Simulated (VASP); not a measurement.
# Sr2AlO (P6/mmm) in VASP: relaxation of cell and atoms with PBE

Aim: the relaxation of cell and atoms of Sr2AlO with PBE.

All numbers are computed with VASP 6.6.1; they aren't measurements. Logs are shortened: lines on timing, memory, paths and dates and some standing lists are left out, and cuts for length are marked.

## 1. The cell of the first run

It takes space group P6/mmm (No. 191, hexagonal). The conventional cell has a = 5.003 Å, b = 5.003 Å, c = 4.141 Å, α = 90.00°, β = 90.00°, γ = 120.00°. Within 3.8 Å of Sr (site symmetry -6m2) lie 3 Sr at 2.89 Å and 3 O at 2.89 Å and 6 Al at 3.55 Å. Al (site symmetry 6/mmm) has 2 O at 2.07 Å within 2.7 Å. Within 2.7 Å of O (site symmetry 6/mmm) lie 2 Al at 2.07 Å.

The cell was built from a structure type or drawn by symmetry, and may not be a known phase.

## 2. Relaxation of cell and atoms, PBE

Contents of INCAR:

```
SYSTEM = Sr2AlO
  ALGO = Normal
  EDIFF = 1E-7
  EDIFFG = -0.08
  ENCUT = 600
  GGA = PE
  GGA_COMPAT = .False.
  IBRION = 2
  ISIF = 3
  ISMEAR = 0
  LASPH = .True.
  LCHARG = .False.
  LREAL = .False.
  LWAVE = .False.
  NELM = 120
  NELMIN = 4
  NSW = 36
  PREC = Accurate
  SIGMA = 0.2
```

Contents of KPOINTS:

```
k-points
0
Gamma
  5 5 5
  0 0 0
```

Contents of POSCAR:

```
Sr2AlO
1.0
    5.0033222600      0.0000000000      0.0000000000
   -2.5016611300      4.3330041800      0.0000000000
    0.0000000000      0.0000000000      4.1407768400
Sr Al O
2 1 1
Direct
    0.3333333300      0.6666666700      0.5000000000
    0.6666666700      0.3333333300      0.5000000000
    0.0000000000      0.0000000000      0.0000000000
    0.0000000000      0.0000000000      0.5000000000
```

Potentials or basis: VASP PAW PBE potentials, release 64 (Sr_sv, Al, O).

On the command line:

```
$ cat potpaw_PBE.64/Sr_sv/POTCAR potpaw_PBE.64/Al/POTCAR potpaw_PBE.64/O/POTCAR > POTCAR
$ mpirun -np 1 vasp_std > vasp.out
```

OUTCAR:

```text
SYSTEM = Sr2AlO
   EDIFF = 1E-7
   EDIFFG = -0.08
   ENCUT = 600
   GGA = PE
   IBRION = 2
   ISIF = 3
   ISMEAR = 0
   LASPH = .True.
   LREAL = .False.
   NELM = 120
   NELMIN = 4
   NSW = 36
   PREC = Accurate

 ion  position               nearest neighbor table
   1  0.333  0.667  0.500-   2 2.89   4 2.89   2 2.89   4 2.89   4 2.89   2 2.89   3 3.55   3 3.55
                             3 3.55   3 3.55   3 3.55   3 3.55   2 5.05   2 5.05   2 5.05   2 5.05
   2  0.667  0.333  0.500-   1 2.89   4 2.89   1 2.89   4 2.89   4 2.89   1 2.89   3 3.55   3 3.55
                             3 3.55   3 3.55   3 3.55   3 3.55   1 5.05   1 5.05   1 5.05   1 5.05
   3  0.000  0.000  0.000-   4 2.07   4 2.07   1 3.55   1 3.55   2 3.55   2 3.55   1 3.55   1 3.55
                             2 3.55   2 3.55   2 3.55   2 3.55   1 3.55   1 3.55
   4  0.000  0.000  0.500-   3 2.07   3 2.07   1 2.89   2 2.89   1 2.89   2 2.89   2 2.89   1 2.89

  LATTYP: Found a hexagonal cell.
 ALAT       =     5.0033222600
 C/A-ratio  =     0.8276054639

  Lattice vectors:

 A1 = (   5.0033222600,   0.0000000000,   0.0000000000)
 A2 = (  -2.5016611300,   4.3330041800,   0.0000000000)
 A3 = (   0.0000000000,   0.0000000000,   4.1407768400)

Analysis of symmetry for initial positions (statically):
=====================================================================
 Subroutine PRICEL returns:
 Original cell was already a primitive cell.

 Routine SETGRP: Setting up the symmetry group for a
 hexagonal supercell.

 Subroutine GETGRP returns: Found 24 space group operations
 (whereof 24 operations were pure point group operations)
 out of a pool of 24 trial point group operations.

The static configuration has the point symmetry D_6h.

Analysis of symmetry for dynamics (positions and initial velocities):
=====================================================================
 Subroutine PRICEL returns:
 Original cell was already a primitive cell.

 Routine SETGRP: Setting up the symmetry group for a
 hexagonal supercell.

 Subroutine GETGRP returns: Found 24 space group operations
 (whereof 24 operations were pure point group operations)
 out of a pool of 24 trial point group operations.

The dynamic configuration has the point symmetry D_6h.

 Subroutine INISYM returns: Found 24 space group operations
 (whereof 24 operations are pure point group operations),
 and found     1 'primitive' translations

----------------------------------------------------------------------------------------

                                     Primitive cell

  volume of cell :      89.7696

  direct lattice vectors                    reciprocal lattice vectors
     5.003322260  0.000000000  0.000000000     0.199867198  0.115393380  0.000000000
[... 90 lines left out ...]
   PSTRESS=    0.0 pullay stress
   NELECT =      29.0000    total number of electrons
   NUPDOWN=      -1.0000    fix difference up-down
   EMIN   =  10.00;   EMAX   =-10.00  energy-range for DOS
   EFERMI =   0.00;   METHOD = LEGACY
   ISMEAR =     0;   SIGMA  =   0.20  broadening in eV -4-tet -1-fermi 0-gaus
   EFERMI_NEDOS =   21; number of points for ismear=-14 and -15
   IALGO  =     38    algorithm
   IMIX   =      4    mixing-type and parameters
     AMIX     =   0.40;   BMIX     =  1.00
     AMIX_MAG =   1.60;   BMIX_MAG =  1.00
  volume/ion in A,a.u.               =      22.44       151.45
  Fermi-wavevector in a.u.,A,eV,Ry     =   1.123305  2.122739 17.168024  1.261814
  Thomas-Fermi vector in A             =   2.259970
   LORBIT       =      0    0 simple, 1 ext, 2 COOP (PROOUT), +10 PAW based schemes
   GGA     = PE    functional components
   LHFCALC =     F    Hartree Fock is set to
   AEXX    =    0.0000 exact exchange contribution
   IVDW    =     0    specifies the selected vdW correction
   LEPSILON=     F    determine dielectric tensor
   LRPA    =     F    only Hartree local field effects (RPA)
 conjugate gradient relaxation of ions
 non-spin polarized calculation
 Gauss-broadening in eV      SIGMA  =   0.20
  energy-cutoff  :      600.00
  volume of cell :       89.77
 maximum number of plane-waves:      3018
 NGX is ok and might be reduce to    40
   NGX = 19   NGY = 19   NGZ = 17

--------------------------------------- Ionic step        1  -------------------------------------------

 number of electron      29.0000004 magnetization

 Free energy of the ion-electron system (eV)
  ---------------------------------------------------
  ext. energy  EPLUGINS =         0.00000000
  ---------------------------------------------------
  free energy    TOTEN  =       -14.34119916 eV

  energy without entropy =      -14.32094182  energy(sigma->0) =      -14.33107049

------------------------ aborting loop because EDIFF is reached ----------------------------------------

  FORCE on cell =-STRESS in cart. coord.  units (eV):
  Direction    XX          YY          ZZ          XY          YZ          ZX
  --------------------------------------------------------------------------------------
  -------------------------------------------------------------------------------------
  Total        2.8884054      2.8884054     -5.6754003      0.0000000     -0.0000000      0.0000000
  in kB       51.5512643     51.5512643   -101.2925882      0.0000000     -0.0000000      0.0000000
  external PRESSURE =       0.6033135 kB  Pullay stress =       0.0000000 kB
[... 101 lines left out ...]
--------------------------------------- Ionic step        4  -------------------------------------------

 number of electron      28.9999998 magnetization

 E-fermi :   3.8599     XC(G=0):  -9.0847

 val. band max:        3.7659818795   @ k =   0.2000   0.2000   0.2000
 cond. band min:       4.1225159795   @ k =   0.0000   0.0000   0.4000
 fundamental gap:      0.3565341000
 Fermi energy:         3.8598978106

 k-point     1 :       0.0000    0.0000    0.0000
  band No.  band energies     occupation
      1     -32.5251      2.00000
      2     -32.3139      2.00000
      3     -15.6054      2.00000
      4     -14.9946      2.00000
      5     -14.9946      2.00000
      6     -14.2012      2.00000
[... 455 lines left out ...]
--------------------------------------- Ionic step        8  -------------------------------------------

 number of electron      28.9999995 magnetization

 Free energy of the ion-electron system (eV)
  ---------------------------------------------------
  ext. energy  EPLUGINS =         0.00000000
  ---------------------------------------------------
  free energy    TOTEN  =       -15.11291387 eV

  energy without entropy =      -15.09421438  energy(sigma->0) =      -15.10356413

 E-fermi :   3.6638     XC(G=0):  -8.9622

 val. band max:        3.5779647789   @ k =   0.2000   0.2000   0.2000
 cond. band min:       3.9511027964   @ k =   0.0000   0.0000   0.4000
 fundamental gap:      0.3731380176
 Fermi energy:         3.6638493512

 k-point     1 :       0.0000    0.0000    0.0000
  band No.  band energies     occupation
      1     -32.6990      2.00000
      2     -32.5230      2.00000
      3     -15.7415      2.00000
      4     -15.1187      2.00000
      5     -15.1187      2.00000
      6     -14.4192      2.00000
[... 335 lines left out ...]
  FREE ENERGIE OF THE ION-ELECTRON SYSTEM (eV)
  ---------------------------------------------------
  free  energy   TOTEN  =       -15.1129138704 eV

  energy  without entropy=      -15.0942143845  energy(sigma->0) =      -15.10356413

 reached required accuracy - stopping structural energy minimisation
```

It took 7 min on 1 thread of Intel Xeon 8259CL, shared host; peak memory 0.26 GiB.

Results:

```yaml
Free_energy: -15.1129 eV
Relaxed_volume: 25.41 Å³/atom
Relaxed_cell: a = 5.677 Å, b = 5.677 Å, c = 3.642 Å, α = 90.00°, β = 90.00°, γ = 120.00°
Space_group_after_relaxing_to_0.1_Å: P6/mmm (No. 191)
Energy_gained_by_relaxing: 192.9 meV/atom
Ionic_steps: 8
Pressure_after_relaxing: 0.1 GPa
Band_gap_on_the_k_mesh: zero (an odd number of electrons rules out a gap without spin polarisation)
```

Stress tensor (GPa, compression positive):
```
0.06 0.00 0.00
0.00 0.06 0.00
0.00 0.00 0.23
```

The path:
| step | energy change (eV) | largest force (eV/Å) | pressure (GPa) | volume (Å³) |
| --- | --- | --- | --- | --- |
| 1 | 0.0000 | 0.0000 | 0.06 | 89.77 |
| 2 | -0.4757 | 0.0000 | 1.53 | 89.55 |
| 3 | -0.6075 | 0.0000 | 4.53 | 88.92 |
| 4 | -0.7621 | 0.0000 | 0.74 | 98.57 |
| 5 | -0.7705 | 0.0000 | -0.37 | 102.41 |
| 6 | -0.7708 | 0.0000 | -0.21 | 101.81 |
| 7 | -0.7708 | 0.0000 | -0.13 | 101.54 |
| 8 | -0.7717 | 0.0000 | 0.12 | 101.63 |

Final structure:
```xyz
4
Lattice="5.6765 0.0000 0.0000 -2.8383 4.9160 0.0000 0.0000 0.0000 3.6420" Properties=species:S:1:pos:R:3 pbc="T T T"
Sr    0.0000    3.2774    1.8210
Sr    2.8383    1.6387    1.8210
Al    0.0000    0.0000    0.0000
O    -2.8383    4.9160    1.8210
```

Caveat: an odd number of electrons without spin polarisation forces a metal; a magnetic or distorted state may lie lower.
